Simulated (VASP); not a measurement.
# BP (Pm-3m) in VASP: a series of runs

The runs below take BP through single point, with PBE.

Everything below comes from runs of VASP 6.6.1. Logs are shortened: lines on timing, memory, paths and dates and some standing lists are left out, and cuts for length are marked.

## 1. The cell of the first run

It takes space group Pm-3m (No. 221, cubic). Conventional cell: a = 2.789 Å, b = 2.789 Å, c = 2.789 Å, α = 90.00°, β = 90.00°, γ = 90.00°. B (site symmetry m-3m) has 8 P at 2.42 Å and 6 B at 2.79 Å within 3.2 Å. P (site symmetry m-3m) has 8 B at 2.42 Å and 6 P at 2.79 Å within 3.2 Å.

## 2. Single point, PBE

INCAR reads:

```
SYSTEM = BP
PREC = Accurate ; ENCUT = 500
EDIFF = 1E-6 ; ISMEAR = 0
SIGMA = 0.05 ; LREAL = .FALSE.
LASPH = .TRUE. ; NELM = 120
ALGO = Normal ; ISIF = 2
LWAVE = .FALSE. ; LCHARG = .TRUE.
GGA = PE ; LELF = .TRUE.
LVHAR = .TRUE. ; NBANDS = 11
GGA_COMPAT = .FALSE.
```

KPOINTS reads:

```
Automatic mesh
0
G
  6 6 6
  0 0 0
```

POSCAR reads:

```
BP
1.0
    2.7886018002      0.0000000000      0.0000000000
    0.0000000000      2.7886018002      0.0000000000
    0.0000000000      0.0000000000      2.7886018002
B P
1 1
Direct
    0.0000000000      0.0000000000      0.0000000000
    0.5000000000      0.5000000000      0.5000000000
```

Potentials or basis: VASP PAW PBE potentials, release 64 (B, P).

Command:

```console
> cat potpaw_PBE.64/B/POTCAR potpaw_PBE.64/P/POTCAR > POTCAR
> mpirun -np 1 vasp_std > vasp.out
```

OUTCAR:

```text
SYSTEM = BP
   PREC = Accurate
   ENCUT = 500
   EDIFF = 1E-6
   ISMEAR = 0
   LREAL = .FALSE.
   LASPH = .TRUE.
   NELM = 120
   ISIF = 2
   GGA = PE

 ion  position               nearest neighbor table
   1  0.000  0.000  0.000-   2 2.42   2 2.42   2 2.42   2 2.42   2 2.42   2 2.42   2 2.42   2 2.42

   2  0.500  0.500  0.500-   1 2.42   1 2.42   1 2.42   1 2.42   1 2.42   1 2.42   1 2.42   1 2.42

  LATTYP: Found a simple cubic cell.
 ALAT       =     2.7886018002

  Lattice vectors:

 A1 = (   2.7886018002,   0.0000000000,   0.0000000000)
 A2 = (   0.0000000000,   2.7886018002,   0.0000000000)
 A3 = (   0.0000000000,   0.0000000000,   2.7886018002)

Analysis of symmetry for initial positions (statically):
=====================================================================
 Subroutine PRICEL returns:
 Original cell was already a primitive cell.

 Routine SETGRP: Setting up the symmetry group for a
 simple cubic supercell.

 Subroutine GETGRP returns: Found 48 space group operations
 (whereof 48 operations were pure point group operations)
 out of a pool of 48 trial point group operations.

The static configuration has the point symmetry O_h .

Analysis of symmetry for dynamics (positions and initial velocities):
=====================================================================
 Subroutine PRICEL returns:
 Original cell was already a primitive cell.

 Routine SETGRP: Setting up the symmetry group for a
 simple cubic supercell.

 Subroutine GETGRP returns: Found 48 space group operations
 (whereof 48 operations were pure point group operations)
 out of a pool of 48 trial point group operations.

The dynamic configuration has the point symmetry O_h .

 Subroutine INISYM returns: Found 48 space group operations
 (whereof 48 operations are pure point group operations),
 and found     1 'primitive' translations

----------------------------------------------------------------------------------------

                                     Primitive cell

  volume of cell :      21.6850

  direct lattice vectors                    reciprocal lattice vectors
     2.788601800  0.000000000  0.000000000     0.358602652  0.000000000  0.000000000
     0.000000000  2.788601800  0.000000000     0.000000000  0.358602652  0.000000000
     0.000000000  0.000000000  2.788601800     0.000000000  0.000000000  0.358602652

  length of vectors
     2.788601800  2.788601800  2.788601800     0.358602652  0.358602652  0.358602652

  position of ions in fractional coordinates (direct lattice)
     0.000000000  0.000000000  0.000000000
     0.500000000  0.500000000  0.500000000

  ion indices of the primitive-cell ions
   primitive index   ion index
                 1           1
                 2           2

----------------------------------------------------------------------------------------

 KPOINTS: Automatic mesh

Automatic generation of k-mesh.
 Grid dimensions read from file:
 generate k-points for:    6    6    6

 Generating k-lattice:

  Cartesian coordinates                     Fractional coordinates (reciprocal lattice)
     0.059767109  0.000000000  0.000000000     0.166666667  0.000000000  0.000000000
     0.000000000  0.059767109  0.000000000     0.000000000  0.166666667  0.000000000
     0.000000000  0.000000000  0.059767109     0.000000000  0.000000000  0.166666667

  Length of vectors
     0.059767109  0.059767109  0.059767109

  Shift w.r.t. Gamma in fractional coordinates (k-lattice)
     0.000000000  0.000000000  0.000000000

 Subroutine IBZKPT returns following result:
 ===========================================

 Found     20 irreducible k-points:

 Following reciprocal coordinates:
            Coordinates               Weight
  0.000000  0.000000  0.000000      1.000000
  0.166667  0.000000  0.000000      6.000000
  0.333333  0.000000  0.000000      6.000000
  0.500000  0.000000  0.000000      3.000000
  0.166667  0.166667  0.000000     12.000000
  0.333333  0.166667  0.000000     24.000000
[... 12 lines left out ...]
  0.500000  0.500000  0.333333      6.000000
  0.500000  0.500000  0.500000      1.000000
   k-points           NKPTS =     20   k-points in BZ     NKDIM =     20   number of bands    NBANDS=     11
   number of dos      NEDOS =    301   number of ions     NIONS =      2
   total plane-waves  NPLWV =   8000
   dimension x,y,z NGX =    20 NGY =   20 NGZ =   20
   dimension x,y,z NGXF=    40 NGYF=   40 NGZF=   40
   ions per type =               1   1
   NGX,Y,Z   is equivalent  to a cutoff of  11.92, 11.92, 11.92 a.u.
   NGXF,Y,Z  is equivalent  to a cutoff of  23.85, 23.85, 23.85 a.u.
 SYSTEM =  BP
   PREC   = accura    normal or accurate (medium, high low for compatibility)
   ISTART =      0    job   : 0-new  1-cont  2-samecut
   ICHARG =      2    charge: 1-file 2-atom 10-const
   ISPIN  =      1    spin polarized calculation?
   LNONCOLLINEAR =      F non collinear calculations
   LSORBIT =      F    spin-orbit coupling
   LASPH  =      T    aspherical Exc in radial PAW
   ENCUT  =  500.0 eV  36.75 Ry    6.06 a.u.   5.08  5.08  5.08*2*pi/ulx,y,z
   NELM   =    120;   NELMIN=  2; NELMDL= -5     # of ELM steps
   EDIFF  = 0.1E-05   stopping-criterion for ELM
   LREAL  =      F    real-space projection
   EDIFFG = 0.1E-04   stopping-criterion for IOM
   NSW    =      0    number of steps for IOM
   IBRION =     -1    ionic relax: 0-MD 1-quasi-New 2-CG
   NFREE  =      0    steps in history (QN), initial steepest desc. (CG)
   ISIF   =      2    stress and relaxation
   ISYM   =      2    0-nonsym 1-usesym 2-fastsym
   POTIM  = 0.5000    time-step for ionic-motion
   TEBEG  =    0.0;   TEEND  =   0.0 temperature during run
   PSTRESS=    0.0 pullay stress
   NELECT =       8.0000    total number of electrons
   NUPDOWN=      -1.0000    fix difference up-down
   EMIN   =  10.00;   EMAX   =-10.00  energy-range for DOS
   EFERMI =   0.00;   METHOD = LEGACY
   ISMEAR =     0;   SIGMA  =   0.05  broadening in eV -4-tet -1-fermi 0-gaus
   EFERMI_NEDOS =   21; number of points for ismear=-14 and -15
   IALGO  =     38    algorithm
   IMIX   =      4    mixing-type and parameters
     AMIX     =   0.40;   BMIX     =  1.00
     AMIX_MAG =   1.60;   BMIX_MAG =  1.00
  volume/ion in A,a.u.               =      10.84        73.17
  Fermi-wavevector in a.u.,A,eV,Ry     =   1.174136  2.218795 18.756921  1.378595
  Thomas-Fermi vector in A             =   2.310538
   LORBIT       =      0    0 simple, 1 ext, 2 COOP (PROOUT), +10 PAW based schemes
   GGA     = PE    functional components
   LHFCALC =     F    Hartree Fock is set to
   AEXX    =    0.0000 exact exchange contribution
   IVDW    =     0    specifies the selected vdW correction
   LEPSILON=     F    determine dielectric tensor
   LRPA    =     F    only Hartree local field effects (RPA)
 non-spin polarized calculation
 Gauss-broadening in eV      SIGMA  =   0.05
  energy-cutoff  :      500.00
  volume of cell :       21.69
 maximum number of plane-waves:       560
   NGX = 11   NGY = 11   NGZ = 11

 number of electron       8.0000003 magnetization

 Free energy of the ion-electron system (eV)
  ---------------------------------------------------
  ext. energy  EPLUGINS =         0.00000000
  ---------------------------------------------------
  free energy    TOTEN  =        -9.18758407 eV

  energy without entropy =       -9.18450119  energy(sigma->0) =       -9.18604263

 E-fermi :   9.1506     XC(G=0): -11.7711

 val. band max:        8.9359207703   @ k =   0.1667   0.1667   0.0000
 cond. band min:       9.1546681263   @ k =   0.3333   0.3333   0.3333
 fundamental gap:      0.2187473560
 Fermi energy:         9.1506293095

 k-point     1 :       0.0000    0.0000    0.0000
  band No.  band energies     occupation
      1      -7.2807      2.00000
      2       8.0333      2.00000
      3       8.0333      2.00000
      4       8.0333      2.00000
      5      10.3452      0.00000
      6      13.6600      0.00000
      7      13.6600      0.00000
      8      18.9941      0.00000
      9      18.9941      0.00000
     10      18.9941      0.00000
     11      26.3839      0.00000

 k-point     2 :       0.1667    0.0000    0.0000
  band No.  band energies     occupation
      1      -6.8052      2.00000
      2       4.7011      2.00000
      3       8.4873      2.00000
      4       8.4873      2.00000
      5      11.2810      0.00000
      6      14.1298      0.00000
      7      16.9165      0.00000
      8      17.6439      0.00000
      9      17.6439      0.00000
     10      18.2916      0.00000
     11      26.3523      0.00000

 k-point     3 :       0.3333    0.0000    0.0000
  band No.  band energies     occupation
      1      -5.4203      2.00000
      2       0.7132      2.00000
      3       9.8317      0.00000
      4       9.8317      0.00000
      5      12.3432      0.00000
      6      14.8106      0.00000
      7      14.8106      0.00000
      8      15.4279      0.00000
      9      16.0358      0.00000
     10      23.1255      0.00000
     11      23.2421      0.00000

 k-point     4 :       0.5000    0.0000    0.0000
  band No.  band energies     occupation
      1      -3.8648      2.00000
      2      -1.7445      2.00000
      3      11.8769      0.00000
      4      11.8769      0.00000
      5      12.1348      0.00000
      6      12.1348      0.00000
      7      13.4813      0.00000
      8      14.5224      0.00000
      9      16.5585      0.00000
     10      21.0752      0.00000
     11      26.9576      0.00000
[... 183 lines left out ...]
 k-point    18 :       0.5000    0.3333    0.3333
  band No.  band energies     occupation
      1      -0.0209      2.00000
      2       1.8063      2.00000
      3       5.6634      2.00000
      4       6.4966      2.00000
      5       7.2752      2.00000
      6       7.2984      2.00000
      7      11.8054      0.00000
      8      12.1691      0.00000
      9      25.9763      0.00000
     10      26.3614      0.00000
     11      27.8016      0.00000

 k-point    19 :       0.5000    0.5000    0.3333
  band No.  band energies     occupation
      1       1.6246      2.00000
      2       3.4980      2.00000
      3       3.4980      2.00000
      4       4.7987      2.00000
      5       7.7846      2.00000
      6       9.3472      0.00000
      7       9.3472      0.00000
      8       9.4015      0.00000
      9      27.4839      0.00000
     10      27.4839      0.00000
     11      27.7406      0.00000

 k-point    20 :       0.5000    0.5000    0.5000
  band No.  band energies     occupation
      1       3.0140      2.00000
      2       5.5687      2.00000
      3       5.5687      2.00000
      4       5.5687      2.00000
      5       6.3612      2.00000
      6       6.3612      2.00000
      7       6.3612      2.00000
      8       7.1918      2.00000
      9      28.7739      0.00000
     10      28.7739      0.00000
     11      28.7739      0.00000

------------------------ aborting loop because EDIFF is reached ----------------------------------------

  FORCE on cell =-STRESS in cart. coord.  units (eV):
  Direction    XX          YY          ZZ          XY          YZ          ZX
  --------------------------------------------------------------------------------------
  -------------------------------------------------------------------------------------
  Total       -0.9199769     -0.9199769     -0.9199769     -0.0000000     -0.0000000      0.0000000
  in kB      -67.9716760    -67.9716760    -67.9716760     -0.0000000     -0.0000000      0.0000000
  external PRESSURE =     -67.9716760 kB  Pullay stress =       0.0000000 kB

 VOLUME and BASIS-vectors are now :
 -----------------------------------------------------------------------------
  energy-cutoff  :      500.00
  volume of cell :       21.69
      direct lattice vectors                 reciprocal lattice vectors
     2.788601800  0.000000000  0.000000000     0.358602652  0.000000000  0.000000000
     0.000000000  2.788601800  0.000000000     0.000000000  0.358602652  0.000000000
     0.000000000  0.000000000  2.788601800     0.000000000  0.000000000  0.358602652

 POSITION                                       TOTAL-FORCE (eV/Angst)
 -----------------------------------------------------------------------------------
      0.00000      0.00000      0.00000         0.000000      0.000000      0.000000
      1.39430      1.39430      1.39430         0.000000      0.000000      0.000000
 -----------------------------------------------------------------------------------
    total drift:                                0.000000      0.000000      0.000000

  FREE ENERGIE OF THE ION-ELECTRON SYSTEM (eV)
  ---------------------------------------------------
  free  energy   TOTEN  =        -9.1875840700 eV

  energy  without entropy=       -9.1845011947  energy(sigma->0) =       -9.18604263
```

It took 8.1 s on 1 thread of Intel Xeon 8259CL, shared host; peak memory 0.12 GiB.

Results:

- Free energy: -9.1876 eV
- Pressure: -6.8 GPa
- Band gap on the k mesh: zero (band 4 reaches 11.88 eV, above the bottom of band 5 at 6.36 eV)

Caveat: the k points lie up to 0.38 Å⁻¹ apart.

## 3. Single point, PBE

This run uses another cell than the first one, of 10.24 Å³/atom, 0.945 times its volume.

INCAR reads:

```
SYSTEM = BP
PREC = Accurate
ENCUT = 500
EDIFF = 1E-6
ISMEAR = 0
SIGMA = 0.05
LREAL = .FALSE.
LASPH = .TRUE.
NELM = 120
ALGO = Normal
ISIF = 2
LWAVE = .FALSE.
LCHARG = .TRUE.
GGA = PE
LELF = .TRUE.
LVHAR = .TRUE.
NBANDS = 11
GGA_COMPAT = .FALSE.
```

KPOINTS reads:

```
regular mesh
0
G
  6 6 6
  0 0 0
```

POSCAR reads:

```
BP
1.0
    2.7362573917      0.0000000000      0.0000000000
    0.0000000000      2.7362573917      0.0000000000
    0.0000000000      0.0000000000      2.7362573917
B P
1 1
Direct
    0.0000000000      0.0000000000      0.0000000000
    0.5000000000      0.5000000000      0.5000000000
```

Potentials or basis: VASP PAW PBE potentials, release 64 (B, P).

Command:

```console
> cat potpaw_PBE.64/B/POTCAR potpaw_PBE.64/P/POTCAR > POTCAR
> mpirun -np 1 vasp_std > vasp.out
```

OUTCAR:

```text
SYSTEM = BP
   PREC = Accurate
   ENCUT = 500
   EDIFF = 1E-6
   ISMEAR = 0
   LREAL = .FALSE.
   LASPH = .TRUE.
   NELM = 120
   ISIF = 2
   GGA = PE

 ion  position               nearest neighbor table
   1  0.000  0.000  0.000-   2 2.37   2 2.37   2 2.37   2 2.37   2 2.37   2 2.37   2 2.37   2 2.37

   2  0.500  0.500  0.500-   1 2.37   1 2.37   1 2.37   1 2.37   1 2.37   1 2.37   1 2.37   1 2.37

  LATTYP: Found a simple cubic cell.
 ALAT       =     2.7362573917

  Lattice vectors:

 A1 = (   2.7362573917,   0.0000000000,   0.0000000000)
[... 461 lines left out ...]

  FORCE on cell =-STRESS in cart. coord.  units (eV):
  Direction    XX          YY          ZZ          XY          YZ          ZX
  --------------------------------------------------------------------------------------
  -------------------------------------------------------------------------------------
  Total       -0.0849126     -0.0849126     -0.0849126      0.0000000     -0.0000000      0.0000000
  in kB       -6.6406684     -6.6406684     -6.6406684      0.0000000     -0.0000000      0.0000000
  external PRESSURE =      -6.6406684 kB  Pullay stress =       0.0000000 kB

 VOLUME and BASIS-vectors are now :
 -----------------------------------------------------------------------------
  energy-cutoff  :      500.00
  volume of cell :       20.49
      direct lattice vectors                 reciprocal lattice vectors
     2.736257392  0.000000000  0.000000000     0.365462695  0.000000000  0.000000000
     0.000000000  2.736257392  0.000000000     0.000000000  0.365462695  0.000000000
     0.000000000  0.000000000  2.736257392     0.000000000  0.000000000  0.365462695

 POSITION                                       TOTAL-FORCE (eV/Angst)
 -----------------------------------------------------------------------------------
      0.00000      0.00000      0.00000         0.000000      0.000000      0.000000
      1.36813      1.36813      1.36813         0.000000      0.000000      0.000000
 -----------------------------------------------------------------------------------
    total drift:                                0.000000      0.000000      0.000000

  FREE ENERGIE OF THE ION-ELECTRON SYSTEM (eV)
  ---------------------------------------------------
  free  energy   TOTEN  =        -9.2187425219 eV

  energy  without entropy=       -9.2160212787  energy(sigma->0) =       -9.21738190
```

OSZICAR:

```text
N       E                     dE             d eps       ncg     rms          rms(c)
DAV:   1     0.787670459029E+01    0.78767E+01   -0.41093E+03   440   0.657E+02
DAV:   2    -0.888826846142E+01   -0.16765E+02   -0.16176E+02   593   0.951E+01
DAV:   3    -0.928431672756E+01   -0.39605E+00   -0.39533E+00   535   0.126E+01
DAV:   4    -0.928518299469E+01   -0.86627E-03   -0.86617E-03   524   0.733E-01
DAV:   5    -0.928518521355E+01   -0.22189E-05   -0.22192E-05   512   0.355E-02    0.578E+00
DAV:   6    -0.922127769057E+01    0.63908E-01   -0.19531E-01   467   0.168E+00    0.330E+00
DAV:   7    -0.921999596641E+01    0.12817E-02   -0.29762E-02   500   0.836E-01    0.113E+00
DAV:   8    -0.922338850047E+01   -0.33925E-02   -0.34863E-02   485   0.766E-01    0.324E-01
DAV:   9    -0.921959038423E+01    0.37981E-02   -0.31435E-02   473   0.690E-01    0.172E-01
DAV:  10    -0.921887165224E+01    0.71873E-03   -0.50725E-03   479   0.294E-01    0.644E-02
DAV:  11    -0.921874274460E+01    0.12891E-03   -0.54333E-04   509   0.110E-01    0.991E-03
DAV:  12    -0.921874257546E+01    0.16914E-06   -0.15294E-05   503   0.271E-02    0.286E-03
DAV:  13    -0.921874252193E+01    0.53532E-07   -0.37668E-07   304   0.377E-03
   1 F= -.92187425E+01 E0= -.92173819E+01  d E =-.272124E-02
```

It took 7.4 s on 1 thread of Intel Xeon 8259CL, shared host; peak memory 0.12 GiB.

Results:

```yaml
Free_energy: -9.2187 eV
Pressure: -0.7 GPa
Band_gap_on_the_k_mesh: zero (band 4 reaches 12.64 eV, above the bottom of band 5 at 6.81 eV)
```

Caveat: the k points lie up to 0.38 Å⁻¹ apart.
